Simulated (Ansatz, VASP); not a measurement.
**Se: VASP beside Ansatz**

File INCAR:

```
SYSTEM = Se
PREC     = Accurate       ! precision mode
ENCUT    = 520            ! plane-wave cutoff, eV
EDIFF    = 1E-6           ! SCF threshold, eV
ISMEAR   = -1             ! smearing method
SIGMA    = 0.08           ! smearing width, eV
LREAL    = .False.        ! projectors in reciprocal space
LASPH    = .True.         ! aspherical terms in the spheres
NELM     = 100            ! most SCF steps
ALGO     = Normal         ! electronic algorithm
ISIF     = 2              ! what is computed and relaxed
LWAVE    = .False.        ! write WAVECAR
LCHARG   = .False.        ! write CHGCAR
NBANDS   = 9              ! bands
```

Contents of KPOINTS:

```
Automatic mesh
0
Gamma
  15 15 15
  0 0 0
```

POSCAR

```
Se
1.0
   -1.2385989006      1.2385989006      1.2385989006
    1.2385989006     -1.2385989006      1.2385989006
    1.2385989006      1.2385989006     -1.2385989006
Se
1
Direct
    0.0000000000      0.0000000000      0.0000000000
```

Input for Ansatz:

```yaml
crystal:
  lattice:
    - [-1.2385989006, 1.2385989006, 1.2385989006]
    - [1.2385989006, -1.2385989006, 1.2385989006]
    - [1.2385989006, 1.2385989006, -1.2385989006]
  atoms:
    - { symbol: Se, position: [0.0, 0.0, 0.0] }
kpoints:
  mp_grid: { grid: [15, 15, 15] }
  band_path:
    path:
      - [0.0, 0.0, 0.0]
      - [0.5, -0.5, 0.5]
      - [0.0, 0.0, 0.5]
      - [0.0, 0.0, 0.0]
      - [0.25, 0.25, 0.25]
      - [0.5, -0.5, 0.5]
      - [0.25, 0.25, 0.25]
      - [0.0, 0.0, 0.5]
    npoints: 8
scf:
  occupations: { method: fermi_dirac, width: 0.08 }
hamiltonian:
  xc: lda
  pseudopotentials: { kind: paw }
output:
  forces: true
  stress: true
  eigenvalues: true
  populations: true
  dos: { projected: true, de: 0.2, e_range: [-14, 8] }
  write_density: true
  write_potential: true
  elf: true
  volumetric_format: npy
```

Change from the starting cell: volume scaled by 0.4, PAW files.

Alike in both runs: task single point; functional LDA; k mesh 15 × 15 × 15; occupations fermi-dirac, width 0.08 eV; no spin polarisation.

```csv
,VASP,Ansatz
version,VASP 6.6.1,Ansatz 0.2.0
potentials or method,"VASP PAW LDA potentials, release 64 (Se)","PAW with Ansatz's default frozen-core files, scalar-relativistic"
plane-wave cutoff (eV),520,420
valence electrons in the cell,6,16
```

```tsv
	VASP	Ansatz	Ansatz less VASP
pressure (GPa)	599.3	581.3	-18.08
```

LDA's correlation is that of Perdew and Zunger in VASP and of Perdew and Wang (1992) in Ansatz. Both programs put the cell under a high pressure, so it lies far from rest at this level. VASP's potentials hold 6 valence electrons a cell and Ansatz's 16, so a difference there can come from the potentials and not from the codes.

Noted on VASP's run: the cell as given lies far from equilibrium.
